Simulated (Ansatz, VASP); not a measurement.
# One calculation of CdSe, two programs

```xyz
2
Lattice="0.0000 3.0703 3.0703 3.0703 0.0000 3.0703 3.0703 3.0703 0.0000" Properties=species:S:1:pos:R:3 pbc="T T T"
Cd    0.0000    0.0000    0.0000
Se    4.7353    4.4755    4.4755
```

Change from the starting cell: all Se atoms moved +0.225 Å, as atom 2 towards its neighbour atom 1 (Cd) at 2.659 Å.

Alike in both runs: task single point; functional PBE; k mesh 10 × 10 × 10; occupations gaussian, width 0.05 eV; no spin polarisation.

|  | VASP | Ansatz |
| --- | --- | --- |
| version | VASP 6.6.1 | Ansatz 0.2.0 |
| potentials or method | VASP PAW PBE potentials, release 64 (Cd, Se), cutoff 520 eV | scalar-relativistic, plane waves, PAW |
| valence electrons in the cell | 18 | 36 |

|  | VASP | Ansatz | Ansatz less VASP |
| --- | --- | --- | --- |
| gap on the k mesh at the Fermi level (eV) | 0.52 | 0.52 | +0.001 |
| least direct gap on the mesh (eV) | 0.52 | 0.52 | +0.001 |
| pressure (GPa) | 2.9 | 2.5 | -0.33 |
| traceless stress, the component that is largest in VASP (GPa) | -3.26 | -3.14 | +0.120 |
| rms of the force components (eV/Å) | 0.965 | 0.937 | -0.0280 |

Atom by atom the forces differ by 0.028 eV/Å (rms over components). VASP's potentials hold 18 valence electrons a cell and Ansatz's 36, so a difference there can come from the potentials and not from the codes.
